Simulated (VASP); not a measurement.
# AlN (Cc) in VASP: further runs, part 2 of 2

VASP 6.6.1. The steps go on from the part before.

## (3) Single point, PBE (engineering shear strain xz -0.3000, normal strain along z +0.0400)

Contents of INCAR:

```
ALGO = Normal
EDIFF = 1E-6
ENCUT = 520
GGA = PE
ISIF = 2
ISMEAR = 0
LASPH = T
LCHARG = T
LELF = T
LREAL = F
LVHAR = T
LWAVE = F
NBANDS = 16
NELM = 100
PREC = Accurate
SIGMA = 0.05
```

Contents of KPOINTS:

```
k-points
0
Gamma
  9 9 6
```

Contents of POSCAR:

```
AlN
1.0
    3.1298889828      0.0000000000     -0.4694833474
   -1.5649444914      2.7105633702      0.2347416737
   -0.7525434444      0.0000000000      5.2176345479
Al N
2 2
Direct
    0.3491983009      0.6648125465      0.0106495315
    0.6843857545      0.3351874535      0.5106495315
    0.3279451437      0.6894743428      0.3743504685
    0.6384708009      0.3105256572      0.8743504685
```

Potentials or basis: VASP PAW PBE potentials, release 64 (Al, N).

Launch:

```console
$ cat potpaw_PBE.64/Al/POTCAR potpaw_PBE.64/N/POTCAR > POTCAR
$ mpirun -np 1 vasp_std > vasp.out
```

OUTCAR:

```text
EDIFF = 1E-6
   ENCUT = 520
   GGA = PE
   ISIF = 2
   ISMEAR = 0
   LASPH = T
   LREAL = F
   NELM = 100
   PREC = Accurate

 ion  position               nearest neighbor table
   1  0.349  0.665  0.011-   4 1.88   4 1.90   3 1.95   4 2.06   2 2.80   2 2.80   2 3.20   2 3.20

   2  0.684  0.335  0.511-   3 1.88   3 1.90   4 1.95   3 2.06   1 2.80   1 2.80   1 3.20   1 3.20

   3  0.328  0.689  0.374-   2 1.88   2 1.90   1 1.95   2 2.06
   4  0.638  0.311  0.874-   1 1.88   1 1.90   2 1.95   1 2.06
[... 653 lines left out ...]
     15      20.1873      0.00000
     16      20.9633      0.00000

 [... further k-points ...]
[... 5 lines left out ...]
  --------------------------------------------------------------------------------------
  -------------------------------------------------------------------------------------
  Total       -3.9237431     -0.0708980     -0.5491487      0.0000000      0.0000000      6.8940415
  in kB     -145.1603178     -2.6228962    -20.3159598      0.0000000      0.0000000    255.0475997
  external PRESSURE =     -56.0330579 kB  Pullay stress =       0.0000000 kB

 VOLUME and BASIS-vectors are now :
 -----------------------------------------------------------------------------
  energy-cutoff  :      520.00
  volume of cell :       43.31
      direct lattice vectors                 reciprocal lattice vectors
     3.129888983  0.000000000 -0.469483347     0.326565264  0.184463498  0.047100759
    -1.564944491  2.710563370  0.234741674     0.000000000  0.368926995  0.000000000
    -0.752543444  0.000000000  5.217634548     0.029384379  0.000000000  0.195895863

 POSITION                                       TOTAL-FORCE (eV/Angst)
 -----------------------------------------------------------------------------------
      0.04454      1.80202      0.04768         0.000069      0.000515     -0.002696
      1.23322      0.90855      2.42176         0.000069     -0.000515     -0.002696
     -0.33427      1.86886      1.96111        -0.000069      0.000064      0.002696
      0.85440      0.84170      4.33518        -0.000069     -0.000064      0.002696
 -----------------------------------------------------------------------------------
    total drift:                                0.000208     -0.000000      0.000889

  FREE ENERGIE OF THE ION-ELECTRON SYSTEM (eV)
  ---------------------------------------------------
  free  energy   TOTEN  =       -28.6328088264 eV

  energy  without entropy=      -28.6328088264  energy(sigma->0) =      -28.63280883
```

stdout:

```text
POSCAR found type information on POSCAR AlN
 POSCAR found :  2 types and       4 ions
 scaLAPACK will be used
 LDA part: xc-table for (Slater+PW92), standard interpolation
 POSCAR, INCAR and KPOINTS ok, starting setup
 FFT: planning ... GRIDC
 FFT: planning ... GRID_SOFT
 FFT: planning ... GRID
 WAVECAR not read
 entering main loop
```

Run time: 30 s. Hardware: 1 thread of Intel Xeon Platinum 8481C at 2.70GHz (Sapphire Rapids), shared host; peak memory 0.21 GiB.

Results:

```yaml
Free_energy: -28.6328 eV
Pressure: -5.6 GPa
Band_gap_on_the_k_mesh: 2.45 eV, direct
```

Forces on the atoms (eV/Å):
```
Al   0.000  0.001 -0.003
Al   0.000 -0.001 -0.003
N    0.000  0.000  0.003
N    0.000  0.000  0.003
```

Stress tensor (GPa, compression positive):
```
-14.52   0.00  25.50
  0.00  -0.26   0.00
 25.50   0.00  -2.03
```

Levels at points of the mesh, in eV from the valence-band top:
```
           k point  band 6  band 7  band 8  band 9  band 10  band 11
(0.00, 0.00, 0.00)   -1.03   -0.61    0.00    2.45     5.58     8.10
(0.00, 0.00, 0.50)   -1.37   -0.58   -0.58    4.58     4.58     9.31
```

Caveat: the cell differs from its parent crystal (engineering shear strain xz -0.3000, normal strain along z +0.0400).

## (4) Single point, PBE (engineering shear strain xz -0.1500, normal strain along z +0.0200)

Contents of INCAR:

```
PREC     = Accurate       # precision mode
ENCUT    = 520            # plane-wave cutoff, eV
EDIFF    = 1E-6           # SCF threshold, eV
ISMEAR   = 0              # smearing method
SIGMA    = 0.05           # smearing width, eV
LREAL    = F              # projectors in reciprocal space
LASPH    = T              # aspherical terms in the spheres
NELM     = 100            # most SCF steps
ALGO     = Normal         # electronic algorithm
ISIF     = 2              # what is computed and relaxed
LWAVE    = F              # write WAVECAR
LCHARG   = F              # write CHGCAR
GGA      = PE             # functional
NBANDS   = 16             # bands
```

Contents of KPOINTS:

```
regular mesh
0
Gamma
  9 9 6
```

Contents of POSCAR:

```
AlN
1.0
    3.1298889828      0.0000000000     -0.2347416737
   -1.5649444914      2.7105633702      0.1173708369
   -0.3762717222      0.0000000000      5.1172954220
Al N
2 2
Direct
    0.3415650625      0.6668144382      0.0046741872
    0.6747506244      0.3331855618      0.5046741872
    0.3278038926      0.6719234721      0.3803258128
    0.6558804205      0.3280765279      0.8803258128
```

Launch:

```console
$ cat potpaw_PBE.64/Al/POTCAR potpaw_PBE.64/N/POTCAR > POTCAR
$ mpirun -np 1 vasp_std > vasp.out
```

Run time: 59 s. Hardware: 1 thread of Intel Xeon Platinum 8259CL at 2.50GHz (Skylake/Cascade Lake), shared host; peak memory 0.21 GiB.

The run converged. Its results:

```yaml
Free_energy: -29.4555 eV
Pressure: -3.4 GPa
Largest_force: 0.009 eV/Å
Band_gap_on_the_k_mesh: 3.36 eV, direct
```

Forces on the atoms (eV/Å):
```
Al   0.004 -0.008  0.001
Al   0.004  0.008  0.001
N   -0.004  0.004 -0.001
N   -0.004 -0.004 -0.001
```

Stress tensor (GPa, compression positive):
```
-5.02  0.00 15.29
 0.00 -1.06  0.00
15.29  0.00 -4.00
```

Levels at points of the mesh, in eV from the valence-band top:
```
           k point  band 5  band 6  band 7  band 8  band 9  band 10  band 11  band 12
(0.00, 0.00, 0.00)   -1.00   -0.77   -0.45    0.00    3.36     6.16     9.39    10.59
(0.00, 0.00, 0.50)   -0.96   -0.96   -0.55   -0.55    5.63     5.63     9.66     9.66
```

Caveat: the cell differs from its parent crystal (engineering shear strain xz -0.1500, normal strain along z +0.0200).

## (5) Single point, PBE (engineering shear strain xz -0.1500, normal strain along z +0.0400)

Contents of INCAR:

```
  PREC = Accurate
  ENCUT = 520
  EDIFF = 1E-6
  ISMEAR = 0
  SIGMA = 0.05
  LREAL = F
  LASPH = T
  NELM = 60
  ALGO = Normal
  ISIF = 2
  LWAVE = F
  LCHARG = F
  GGA = PE
  NBANDS = 16
```

KPOINTS is that of step 4.

Contents of POSCAR:

```
AlN
1.0
    3.1298889828      0.0000000000     -0.2347416737
   -1.5649444914      2.7105633702      0.1173708369
   -0.3762717222      0.0000000000      5.2176345479
Al N
2 2
Direct
    0.3408248855      0.6654482122      0.0058685023
    0.6753766733      0.3345517878      0.5058685023
    0.3285086629      0.6732188846      0.3791314977
    0.6552897783      0.3267811154      0.8791314977
```

Launch:

```console
$ cat potpaw_PBE.64/Al/POTCAR potpaw_PBE.64/N/POTCAR > POTCAR
$ mpirun -np 1 vasp_std > vasp.out
```

Run time: 53 s. Hardware: 1 thread of Intel Xeon Platinum 8259CL at 2.50GHz (Skylake/Cascade Lake), shared host; peak memory 0.21 GiB.

The run converged. Its results:

```
Free energy            : -29.4215 eV
Pressure               : -6.6 GPa
Largest force          : 0.010 eV/Å
Band gap on the k mesh : 3.25 eV, direct
```

Forces in eV/Å, atoms in the order of the input:
```
Al   0.000  0.008  0.000
Al   0.000 -0.008  0.000
N    0.000 -0.010  0.000
N    0.000  0.010  0.000
```

Stress tensor (GPa, compression positive):
```
 -6.22   0.00  14.33
  0.00  -2.53   0.00
 14.33   0.00 -11.12
```

Levels at points of the mesh, in eV from the valence-band top:
```tsv
k point	band 4	band 5	band 6	band 7	band 8	band 9	band 10	band 11	band 12	band 13
(0.00, 0.00, 0.00)	-0.93	-0.83	-0.66	-0.32	0.00	3.25	6.25	9.24	10.71	10.90
(0.00, 0.00, 0.50)	-3.63	-0.80	-0.80	-0.41	-0.41	5.60	5.60	9.50	9.50	10.67
```

Caveat: the cell differs from its parent crystal (engineering shear strain xz -0.1500, normal strain along z +0.0400).

## (6) Summary

```csv
cell,gap on the mesh (eV),pressure (GPa),largest force (eV/Å)
"a = 3.165, b = 3.139, c = 5.172 Å, angles 81.6, 106.9, 120.3°, 4 atoms",2.45,-2.1,-
"a = 3.165, b = 3.139, c = 5.272 Å, angles 81.7, 106.7, 120.3°, 4 atoms",2.45,-5.6,-
"a = 3.139, b = 3.132, c = 5.131 Å, angles 85.8, 98.5, 120.1°, 4 atoms",3.36,-3.4,0.01
"a = 3.139, b = 3.132, c = 5.231 Å, angles 85.8, 98.4, 120.1°, 4 atoms",3.25,-6.6,0.01
```

Alike in all rows: task single point; level PBE; potentials or basis VASP PAW PBE potentials, release 64 (Al, N); no spin polarisation; k mesh 9 × 9 × 6; cutoff (eV) 520; smearing gaussian 0.05 eV.

Total energies depend on the potentials used, so only differences within one code and one set of settings carry meaning.
